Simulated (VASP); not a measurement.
A run of VASP 6.6.1 is set up as follows.

The input INCAR:

```
PREC = Accurate
ENCUT = 600
EDIFF = 1E-7
ISMEAR = 0
SIGMA = 0.1
LREAL = False
LASPH = True
NELM = 100
ALGO = Normal
ISIF = 3
LWAVE = False
LCHARG = False
GGA = PE
IBRION = 2
NSW = 100
EDIFFG = -0.01
```

KPOINTS

```
Automatic mesh
0
Gamma
  15 15 20
```

Contents of POSCAR:

```
As
1.0
    4.6722656330      0.0000000000      0.0000000000
   -2.3361328165      4.0463007314      0.0000000000
    0.0000000000      0.0000000000      2.7205761891
As
2
Direct
    0.3333333333      0.6666666667      0.0000000000
    0.6666666667      0.3333333333      0.0000000000
```

Potentials or basis: VASP PAW PBE potentials, release 64 (As).

Launch:

```bash
$ cat potpaw_PBE.64/As/POTCAR > POTCAR
$ mpirun -np 1 vasp_std > vasp.out
```

Task: Predict the band gap on the k mesh.

Result: Zero (band 5 reaches 6.08 eV, above the bottom of band 6 at 2.02 eV).

Task: Predict the relaxed cell.

Result: a = 4.570 Å, b = 4.570 Å, c = 2.836 Å, α = 90.00°, β = 90.00°, γ = 120.00°.

Task: What does it give for the relaxed volume?

Result: 25.64 Å³/atom.

The path:
```csv
step,energy change (eV),largest force (eV/Å),pressure (GPa),volume (Å³)
1,0.0000,0.0000,-0.60,51.43
2,-0.0425,0.0000,0.48,50.67
3,-0.0435,0.0000,0.76,50.53
4,-0.0453,0.0000,-0.08,51.38
5,-0.0454,0.0000,0.01,51.28
```
